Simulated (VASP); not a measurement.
Runs of VASP 6.6.1 on In. The structure is that of space group Pm-3m (No. 221), or close to it. The cells are those of the table. 

| task | cell | k mesh | cutoff (eV) | gap on the mesh (eV) | pressure (GPa) |
| --- | --- | --- | --- | --- | --- |
| single point | a = 3.184 Å, 1 atom | 11 × 11 × 11 | 520 | none | -0.8 |
| single point | a = 3.011 Å, 1 atom | 11 × 11 × 11 | 520 | none | 4.8 |
| single point | a = 3.056 Å, 1 atom | 11 × 11 × 11 | 520 | none | (a) |
| relaxation of cell and atoms | relaxed from a = 3.045 Å, 1 atom | 10 × 10 × 10 | 600 | none | 0.0 |
| single point | a = 3.100 Å, 1 atom | 11 × 11 × 11 | 520 | none | 1.3 |
| single point | a = 3.142 Å, 1 atom | 10 × 10 × 10 | 520 | none | 0.0 |

Alike in all rows: level RPBE; potentials or basis VASP PAW PBE potentials, release 64 (In_d); no spin polarisation; smearing fermi-dirac 0.1 eV.

Fill in the values left out.

(a) 2.9.

Caveats: the PAW data sets were made with another functional, which shifts forces and pressure a little; spin-orbit coupling is left out, which moves the levels of the heavy elements.

A k mesh can miss the band edges, and the runs leave out spin-orbit coupling on In.

A gap of «none» marks levels without a gap at the run's occupations.
